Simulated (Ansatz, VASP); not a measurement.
HfN: VASP beside Ansatz

File INCAR:

```
SYSTEM = HfN
ALGO     = Normal         ! electronic algorithm
EDIFF    = 1E-6           ! SCF threshold, eV
ENCUT    = 520            ! plane-wave cutoff, eV
GGA      = PS             ! functional
ISIF     = 2              ! what is computed and relaxed
ISMEAR   = -1             ! smearing method
LASPH    = .True.         ! aspherical terms in the spheres
LCHARG   = .False.        ! write CHGCAR
LDAU     = .True.         ! DFT+U
LDAUJ    = 0 0          
LDAUL    = 2 -1           ! shell
LDAUPRINT= 1            
LDAUTYPE = 2            
LDAUU    = 3 0            ! U, eV
LMAXMIX  = 4              ! l up to which the mixer works
LREAL    = .False.        ! projectors in reciprocal space
LWAVE    = .False.        ! write WAVECAR
NBANDS   = 14             ! bands
NELM     = 150            ! most SCF steps
PREC     = Accurate       ! precision mode
SIGMA    = 0.05           ! smearing width, eV
```

Contents of KPOINTS:

```
k-points
0
Gamma
  9 9 9
  0 0 0
```

File POSCAR:

```
HfN
1.0
    0.0000000000      2.4548220000      2.4548220000
    2.4548220000      0.0000000000      2.4548220000
    2.4548220000      2.4548220000      0.0000000000
Hf N
1 1
Direct
    0.0000000000      0.0000000000      0.0000000000
    0.2500000000      0.2500000000      0.2500000000
```

input.yaml

```yaml
crystal:
  lattice:
    - [0.0, 2.454822, 2.454822]
    - [2.454822, 0.0, 2.454822]
    - [2.454822, 2.454822, 0.0]
  atoms:
    - { symbol: Hf, position: [0.0, 0.0, 0.0] }
    - { symbol: "N", position: [0.25, 0.25, 0.25] }
hamiltonian:
  xc: pbesol
  pseudopotentials: { kind: paw }
  hubbard: { sites: [{ species: Hf, l: d, u_eff: 3.0 }] }
kpoints:
  mp_grid: { grid: [9, 9, 9] }
  band_path:
    path:
      - [[0.0, 0.0, 0.0], [0.5, 0.0, 0.5], [0.5, 0.25, 0.75], [0.375, 0.375, 0.75], [0.0, 0.0, 0.0], [0.5, 0.5, 0.5], [0.625, 0.25, 0.625], [0.5, 0.25, 0.75], [0.5, 0.5, 0.5], [0.375, 0.375, 0.75]]
      - [[0.625, 0.25, 0.625], [0.5, 0.0, 0.5]]
    npoints: 14
scf:
  occupations: { method: fermi_dirac, width: 0.05 }
  n_extra_bands: 6
output:
  forces: true
  stress: true
  eigenvalues: true
  fatbands: false
```

Alike in both runs: functional PBEsol; k mesh 9 × 9 × 9; occupations fermi-dirac, width 0.05 eV; no spin polarisation; Hubbard terms Hf d U = 3.0 eV.

|  | VASP | Ansatz |
| --- | --- | --- |
| version | VASP 6.6.1 | Ansatz 0.2.0 |
| potentials or method | VASP PAW PBE potentials, release 64 (Hf_pv, N) | Ansatz PAW |
| plane-wave cutoff (eV) | 520 | 420 |
| valence electrons in the cell | 15 | 31 |
| task | single point | band structure |

Ansatz gave:

- gap on the k mesh at the Fermi level (eV): none
- pressure (GPa): -0.8

Problem. Estimate VASP's values.

Solution. gap on the k mesh at the Fermi level (eV): none; pressure (GPa): 2.9.

VASP's potentials were made for PBE, not for PBEsol. The programs project onto different local orbitals, so the same U acts differently, and such runs can settle in different states. A gap of «none» marks a metal or a gap that the smearing closes. VASP's potentials hold 15 valence electrons a cell and Ansatz's 31, so a difference there can come from the potentials and not from the codes.

Neither program's run includes spin-orbit coupling.
